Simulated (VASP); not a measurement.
The system is Ca.

```
CELL_PARAMETERS angstrom
0.00000 2.79420 2.79420
2.79420 0.00000 2.79420
2.79420 2.79420 0.00000
ATOMIC_POSITIONS crystal
Ca 0.00000 0.00000 0.00000
```

- Program: VASP 6.6.1
- Task: relaxation of cell and atoms
- Functional: PBEsol
- Potentials or basis: VASP PAW PBE potentials, release 64 (Ca_sv)
- Cutoff: 500 eV
- k mesh: 7 × 7 × 7
- Occupations: gaussian, width 0.02 eV
- Spin: no spin polarisation

At the start: pressure -1.1 GPa; volume 43.63 Å³/atom.

How do energy, volume and symmetry change on relaxing?

Over 3 steps the energy falls by 9.4 meV/atom and the volume is 41.00 Å³/atom (-6.0 %); space group Fm-3m (No. 225, to 0.1 Å) before and after.

Step by step:
| step | energy change (eV) | largest force (eV/Å) | pressure (GPa) | volume (Å³) |
| --- | --- | --- | --- | --- |
| 1 | 0.0000 | 0.0000 | -1.07 | 43.63 |
| 2 | -0.0084 | 0.0000 | -0.38 | 41.81 |
| 3 | -0.0094 | 0.0000 | -0.02 | 41.00 |

Final structure:
```yaml
crystal:
  lattice:
    - [0.00000, 2.73687, 2.73687]
    - [2.73687, 0.00000, 2.73687]
    - [2.73687, 2.73687, 0.00000]
  atoms:
    - { symbol: Ca, position: [0.00000, 0.00000, 0.00000] }
```

Caveat: the PAW data sets were made with another functional, which shifts forces and pressure a little.
